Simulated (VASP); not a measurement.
# Al2Cu in VASP: single point with PBEsol

Aim: the single point of Al2Cu with PBEsol.

Program: VASP 6.6.1. These are calculated values, not measurements. Logs are shortened: lines on timing, memory, paths and dates and some standing lists are left out, and cuts for length are marked.

## (1) The cell of the first run

The cell holds a slab with vacuum, 18 atoms: a = 4.877 Å, b = 4.877 Å, c = 25.938 Å, α = 90.00°, β = 90.00°, γ = 75.82°.

## (2) Single point, PBEsol

INCAR reads:

```
SYSTEM = Al2Cu
ALGO = Normal ; DIPOL = 0.5 0.5 0.494
EDIFF = 1E-6 ; ENCUT = 520
GGA = PS ; IDIPOL = 3
ISIF = 2 ; ISMEAR = 0
LASPH = .True. ; LCHARG = .False.
LDIPOL = .True. ; LREAL = Auto
LWAVE = .False. ; NBANDS = 66
NELM = 100 ; PREC = Accurate
SIGMA = 0.1
```

KPOINTS reads:

```
k-points
0
Gamma
  7 7 1
  0 0 0
```

POSCAR reads:

```
Al2Cu
1.0
    4.8770547117      0.0000000000      0.0000000000
    1.1947847446      4.7284407657      0.0000000000
    0.0000000000      0.0000000000     25.9381230057
Cu Al
6 12
Direct
    0.9152134863      0.9153436774      0.2940073007
    0.7089184596      0.7072829797      0.3632473816
    0.5110932730      0.5058284518      0.4350199769
    0.3181249102      0.3052177677      0.5067067568
    0.1200572359      0.1123509197      0.5795100148
    0.9096390858      0.9131444630      0.6519325647
    0.3712278492      0.0375794640      0.3055195356
    0.2461613524      0.5554791265      0.3476182396
    0.8471593231      0.1816917509      0.3734987058
    0.3632175118      0.0387695699      0.4213974284
    0.9778627294      0.6478614881      0.4468950396
    0.8542520249      0.1585457701      0.4930026567
    0.4655789231      0.7711320423      0.5209422407
    0.9788670292      0.6469153822      0.5669918490
    0.5884398411      0.2663185625      0.5897494955
    0.4503671847      0.7756748431      0.6415468327
    0.0217613796      0.3927897301      0.6663252412
    0.5455728711      0.2615884817      0.6969616323
```

Potentials or basis: VASP PAW PBE potentials, release 64 (Cu, Al).

Launch:

```console
> cat potpaw_PBE.64/Cu/POTCAR potpaw_PBE.64/Al/POTCAR > POTCAR
> mpirun -np 1 vasp_std > vasp.out
```

OUTCAR:

```text
SYSTEM = Al2Cu
   EDIFF = 1E-6
   ENCUT = 520
   GGA = PS
   ISIF = 2
   ISMEAR = 0
   LASPH = .True.
   LREAL = Auto
   NELM = 100
   PREC = Accurate

 ion  position               nearest neighbor table
   1  0.915  0.915  0.294-   2 2.40   9 2.42   7 2.46   8 2.50   7 2.59
   2  0.709  0.707  0.363-   1 2.40   3 2.41   9 2.50   7 2.50  11 2.52  10 2.53   8 2.57   8 2.57
                             9 2.58
   3  0.511  0.506  0.435-   4 2.40   2 2.41  11 2.54   9 2.54  10 2.55  11 2.56  12 2.56  13 2.56
                            10 2.58   8 2.59
   4  0.318  0.305  0.507-   3 2.40   5 2.41  15 2.51  10 2.55  13 2.55  12 2.56  12 2.56  11 2.57
                            14 2.57  13 2.57
   5  0.120  0.112  0.580-   4 2.41   6 2.45  15 2.53  14 2.55  14 2.55  13 2.56  16 2.57  12 2.57
                            15 2.59  17 2.62
   6  0.910  0.913  0.652-  18 2.43   5 2.45  17 2.49  16 2.50  14 2.54  17 2.56  16 2.57  15 2.59

   7  0.371  0.038  0.306-   1 2.46   2 2.50   1 2.59   8 2.68   8 2.79  10 3.01   9 3.04   9 3.13

   8  0.246  0.555  0.348-   1 2.50   2 2.57   2 2.57   3 2.59   7 2.68   7 2.79  11 2.87   9 3.05
                            10 3.10   9 3.12  10 3.19   9 3.26
   9  0.847  0.182  0.373-   1 2.42   2 2.50   3 2.54   2 2.58  10 2.74  10 2.90   7 3.04   8 3.05
                            12 3.10   8 3.12   7 3.13  11 3.15  11 3.16   8 3.26
  10  0.363  0.039  0.421-   2 2.53   3 2.55   4 2.55   3 2.58   9 2.74  13 2.88   9 2.90   7 3.01
                            12 3.04  11 3.06   8 3.10  11 3.17   8 3.19  12 3.20  11 3.20
  11  0.978  0.648  0.447-   2 2.52   3 2.54   3 2.56   4 2.57  12 2.69  12 2.86   8 2.87  10 3.06
                            13 3.09  14 3.12   9 3.15   9 3.16  10 3.17  10 3.20  13 3.23
  12  0.854  0.159  0.493-   3 2.56   4 2.56   4 2.56   5 2.57  11 2.69  15 2.81  11 2.86  10 3.04
                            13 3.07  14 3.09   9 3.10  10 3.20  13 3.20  13 3.20  14 3.23
  13  0.466  0.771  0.521-   4 2.55   5 2.56   3 2.56   4 2.57  14 2.71  14 2.85  10 2.88  15 2.98
                            12 3.07  11 3.09  16 3.13  15 3.18  12 3.20  12 3.20  11 3.23
  14  0.979  0.647  0.567-   6 2.54   5 2.55   5 2.55   4 2.57  13 2.71  17 2.84  13 2.85  15 3.03
                            12 3.09  11 3.12  15 3.15  16 3.16  16 3.18  15 3.21  12 3.23
  15  0.588  0.266  0.590-   4 2.51   5 2.53   5 2.59   6 2.59  16 2.76  18 2.79  12 2.81  16 2.96
                            13 2.98  14 3.03  17 3.07  14 3.15  13 3.18  14 3.21  17 3.34
  16  0.450  0.776  0.642-   6 2.50   5 2.57   6 2.57  15 2.76  18 2.83  18 2.90  15 2.96  17 3.02
                            13 3.13  14 3.16  14 3.18  17 3.19  17 3.28
  17  0.022  0.393  0.666-   6 2.49   6 2.56  18 2.60   5 2.62  18 2.68  14 2.84  16 3.02  15 3.07
                            16 3.19  16 3.28  15 3.34
  18  0.546  0.262  0.697-   6 2.43  17 2.60  17 2.68  15 2.79  16 2.83  16 2.90

  LATTYP: Found a base centered orthorhombic cell.
 ALAT       =     5.9931013829
 B/A-ratio  =     1.2841102928
 C/A-ratio  =     4.3279966996

  Lattice vectors:

 A1 = (  -1.1947847446,  -4.7284407657,   0.0000000000)
 A2 = (   4.8770547117,   0.0000000000,   0.0000000000)
 A3 = (   0.0000000000,   0.0000000000,  25.9381230057)

Analysis of symmetry for initial positions (statically):
=====================================================================
 Subroutine PRICEL returns:
 Original cell was already a primitive cell.

 Routine SETGRP: Setting up the symmetry group for a
 base centered orthorhombic supercell.

 Subroutine GETGRP returns: Found  1 space group operations
 (whereof  1 operations were pure point group operations)
 out of a pool of  8 trial point group operations.

The static configuration has the point symmetry C_1 .

Analysis of symmetry for dynamics (positions and initial velocities):
=====================================================================
 Subroutine PRICEL returns:
 Original cell was already a primitive cell.

 Routine SETGRP: Setting up the symmetry group for a
 base centered orthorhombic supercell.

 Subroutine GETGRP returns: Found  1 space group operations
 (whereof  1 operations were pure point group operations)
 out of a pool of  8 trial point group operations.

The dynamic configuration has the point symmetry C_1 .

 Subroutine INISYM returns: Found  1 space group operations
 (whereof  1 operations are pure point group operations),
 and found     1 'primitive' translations

----------------------------------------------------------------------------------------

                                     Primitive cell

  volume of cell :     598.1555

  direct lattice vectors                    reciprocal lattice vectors
     4.877054712  0.000000000  0.000000000     0.205041784 -0.051810059  0.000000000
     1.194784745  4.728440766  0.000000000     0.000000000  0.211486206  0.000000000
     0.000000000  0.000000000 25.938123006     0.000000000  0.000000000  0.038553291
[... 70 lines left out ...]

 Following reciprocal coordinates:
            Coordinates               Weight
  0.000000  0.000000  0.000000      1.000000
  0.142857  0.000000  0.000000      2.000000
  0.000000 -0.142857  0.000000      2.000000
  0.285714 -0.000000  0.000000      2.000000
  0.000000 -0.285714  0.000000      2.000000
  0.428571 -0.000000  0.000000      2.000000
[... 16 lines left out ...]
 -0.285714  0.285714  0.000000      2.000000
  0.428571  0.428571  0.000000      2.000000
   k-points           NKPTS =     25   k-points in BZ     NKDIM =     25   number of bands    NBANDS=     66
   number of dos      NEDOS =    301   number of ions     NIONS =     18
   total plane-waves  NPLWV = 254016
   dimension x,y,z NGX =    36 NGY =   36 NGZ =  196
   dimension x,y,z NGXF=    72 NGYF=   72 NGZF=  392
   ions per type =               6  12
   NGX,Y,Z   is equivalent  to a cutoff of  12.27, 12.27, 12.56 a.u.
   NGXF,Y,Z  is equivalent  to a cutoff of  24.54, 24.54, 25.12 a.u.
 SYSTEM =  Al2Cu
   PREC   = accura    normal or accurate (medium, high low for compatibility)
   ISTART =      0    job   : 0-new  1-cont  2-samecut
   ICHARG =      2    charge: 1-file 2-atom 10-const
   ISPIN  =      1    spin polarized calculation?
   LNONCOLLINEAR =      F non collinear calculations
   LSORBIT =      F    spin-orbit coupling
   LASPH  =      T    aspherical Exc in radial PAW
   ENCUT  =  520.0 eV  38.22 Ry    6.18 a.u.   9.07  9.07 48.23*2*pi/ulx,y,z
   NELM   =    100;   NELMIN=  2; NELMDL= -5     # of ELM steps
   EDIFF  = 0.1E-05   stopping-criterion for ELM
   LREAL  =      T    real-space projection
   EDIFFG = 0.1E-04   stopping-criterion for IOM
   NSW    =      0    number of steps for IOM
   IBRION =     -1    ionic relax: 0-MD 1-quasi-New 2-CG
   NFREE  =      0    steps in history (QN), initial steepest desc. (CG)
   ISIF   =      2    stress and relaxation
   ISYM   =      2    0-nonsym 1-usesym 2-fastsym
   POTIM  = 0.5000    time-step for ionic-motion
   TEBEG  =    0.0;   TEEND  =   0.0 temperature during run
   PSTRESS=    0.0 pullay stress
   NELECT =     102.0000    total number of electrons
   NUPDOWN=      -1.0000    fix difference up-down
   EMIN   =  10.00;   EMAX   =-10.00  energy-range for DOS
   EFERMI =   0.00;   METHOD = LEGACY
   ISMEAR =     0;   SIGMA  =   0.10  broadening in eV -4-tet -1-fermi 0-gaus
   EFERMI_NEDOS =   21; number of points for ismear=-14 and -15
   IALGO  =     38    algorithm
   IMIX   =      4    mixing-type and parameters
     AMIX     =   0.40;   BMIX     =  1.00
     AMIX_MAG =   1.60;   BMIX_MAG =  1.00
  volume/ion in A,a.u.               =      33.23       224.25
  Fermi-wavevector in a.u.,A,eV,Ry     =   0.907828  1.715546 11.213261  0.824151
  Thomas-Fermi vector in A             =   2.031682
   LORBIT       =      0    0 simple, 1 ext, 2 COOP (PROOUT), +10 PAW based schemes
   GGA     = PS    functional components
   LHFCALC =     F    Hartree Fock is set to
   AEXX    =    0.0000 exact exchange contribution
   IVDW    =     0    specifies the selected vdW correction
   LEPSILON=     F    determine dielectric tensor
   LRPA    =     F    only Hartree local field effects (RPA)
 non-spin polarized calculation
 Gauss-broadening in eV      SIGMA  =   0.10
  energy-cutoff  :      520.00
  volume of cell :      598.16
 maximum number of plane-waves:     16170
   NGX = 19   NGY = 19   NGZ = 97

 dipolmoment           0.000000      0.000000      0.008379 electrons x Angstroem

 number of electron     101.9999994 magnetization

 dipolmoment           0.000000      0.000000     -0.027812 electrons x Angstroem

 Free energy of the ion-electron system (eV)
  ---------------------------------------------------
  ext. energy  EPLUGINS =         0.00000000
  ---------------------------------------------------
  free energy    TOTEN  =       -73.54074232 eV

  energy without entropy =      -73.50705377  energy(sigma->0) =      -73.52389804

 E-fermi :   1.2406     XC(G=0):  -5.6041

 val. band max:        1.2353976933   @ k =  -0.1429  -0.2857   0.0000
 cond. band min:       1.2593961760   @ k =   0.0000  -0.2857   0.0000
 fundamental gap:      0.0239984827
 Fermi energy:         1.2406384827

 k-point     1 :       0.0000    0.0000    0.0000
  band No.  band energies     occupation
      1      -9.5359      2.00000
      2      -8.7391      2.00000
      3      -7.5210      2.00000
      4      -5.9732      2.00000
      5      -4.4549      2.00000
      6      -4.3314      2.00000
[... 1573 lines left out ...]
     62       5.0841      0.00000
     63       5.3122      0.00000

 [... further k-points ...]

 [bands above 63 left out]

------------------------ aborting loop because EDIFF is reached ----------------------------------------

 vacuum level on the upper side and lower side of the slab       (xc-potential included)        -0.218        -0.027

  FORCE on cell =-STRESS in cart. coord.  units (eV):
  Direction    XX          YY          ZZ          XY          YZ          ZX
  --------------------------------------------------------------------------------------
  -------------------------------------------------------------------------------------
  Total       -2.8655842     -2.3340236      0.3555004     -0.7196789      0.0156100     -0.0385068
  in kB       -7.6755523     -6.2517515      0.9522183     -1.9276812      0.0418118     -0.1031416
  external PRESSURE =      -4.3250285 kB  Pullay stress =       0.0000000 kB

 VOLUME and BASIS-vectors are now :
 -----------------------------------------------------------------------------
  energy-cutoff  :      520.00
  volume of cell :      598.16
      direct lattice vectors                 reciprocal lattice vectors
     4.877054712  0.000000000  0.000000000     0.205041784 -0.051810059  0.000000000
     1.194784745  4.728440766  0.000000000     0.000000000  0.211486206  0.000000000
     0.000000000  0.000000000 25.938123006     0.000000000  0.000000000  0.038553291

 POSITION                                       TOTAL-FORCE (eV/Angst)
 -----------------------------------------------------------------------------------
      5.55718      4.32815      7.62600         0.000965     -0.002018     -0.049862
      4.30249      3.34435      9.42196         0.002635     -0.004103     -0.010073
      3.09699      2.39178     11.28360        -0.001349      0.001570     -0.002655
      1.91618      1.44320     13.14302        -0.004967     -0.001552     -0.001682
      0.71976      0.53124     15.03140         0.005243     -0.001913      0.008504
      5.52737      4.31775     16.90991         0.005200     -0.005939      0.025131
[... 10 lines left out ...]
      0.57543      1.85728     17.28323        -0.003800      0.002670      0.005602
      2.97333      1.23691     18.07788        -0.002528      0.009504      0.007048
 -----------------------------------------------------------------------------------
    total drift:                                0.004368     -0.005296      0.001331

  FREE ENERGIE OF THE ION-ELECTRON SYSTEM (eV)
  ---------------------------------------------------
  free  energy   TOTEN  =       -73.5407423156 eV

  energy  without entropy=      -73.5070537681  energy(sigma->0) =      -73.52389804

 vacuum level on the upper side and lower side of the slab         5.247         5.443
```

It took 67 min on 1 thread of Intel Xeon 8259CL, shared host; peak memory 0.93 GiB.

What came out:

* Free energy: -73.5407 eV
* Largest force: 0.050 eV/Å
* Band gap on the k mesh: zero (bands 51 and 52 overlap by 0.82 eV)

Forces in eV/Å, atoms in the order of the input:
```
Cu   0.001 -0.002 -0.050
Cu   0.003 -0.004 -0.010
Cu  -0.001  0.002 -0.003
Cu  -0.005 -0.002 -0.002
Cu   0.005 -0.002  0.009
Cu   0.005 -0.006  0.025
Al  -0.002  0.011  0.007
Al   0.008 -0.006  0.003
Al   0.000 -0.001  0.005
Al  -0.004  0.001  0.000
Al  -0.002 -0.001 -0.001
Al   0.001  0.002 -0.002
Al   0.002 -0.003  0.002
Al  -0.001  0.000 -0.005
Al  -0.003  0.007  0.001
Al   0.000 -0.009  0.007
Al  -0.004  0.003  0.006
Al  -0.003  0.010  0.007
```

Caveat: the PAW data sets were made with another functional, which shifts forces and pressure a little.

The gap in the log of VASP goes by the Fermi energy; the results here count the filled bands.